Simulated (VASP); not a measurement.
Al:

```
Al
1.0
     0.00000    2.02000    2.02000
     2.02000    0.00000    2.02000
     2.02000    2.02000    0.00000
Al
1
Direct
  0.00000 0.00000 0.00000
```

```yaml
Program: VASP 6.6.1
Task: relaxation of cell and atoms
Functional: LDA
Potentials_or_basis: VASP PAW LDA potentials, release 64 (Al)
Cutoff: 600 eV
k_mesh: 24 × 24 × 24
Occupations: methfessel-paxton, width 0.1 eV
Spin: no spin polarisation
```

At the start: pressure -3.2 GPa; volume 16.48 Å³/atom.

How do energy, volume and symmetry change on relaxing?

Over 3 steps the energy falls by 7.2 meV/atom and the volume is 15.80 Å³/atom (-4.2 %); space group Fm-3m (No. 225, to 0.1 Å) before and after.

Step by step:
| step | energy change (eV) | largest force (eV/Å) | pressure (GPa) | volume (Å³) |
| --- | --- | --- | --- | --- |
| 1 | 0.0000 | 0.0000 | -3.20 | 16.48 |
| 2 | -0.0070 | 0.0000 | 0.45 | 15.71 |
| 3 | -0.0072 | 0.0000 | 0.00 | 15.80 |

Final structure:
```xyz
1
Lattice="0.0000 1.9914 1.9914 1.9914 0.0000 1.9914 1.9914 1.9914 0.0000" Properties=species:S:1:pos:R:3 pbc="T T T"
Al    0.0000    0.0000    0.0000
```
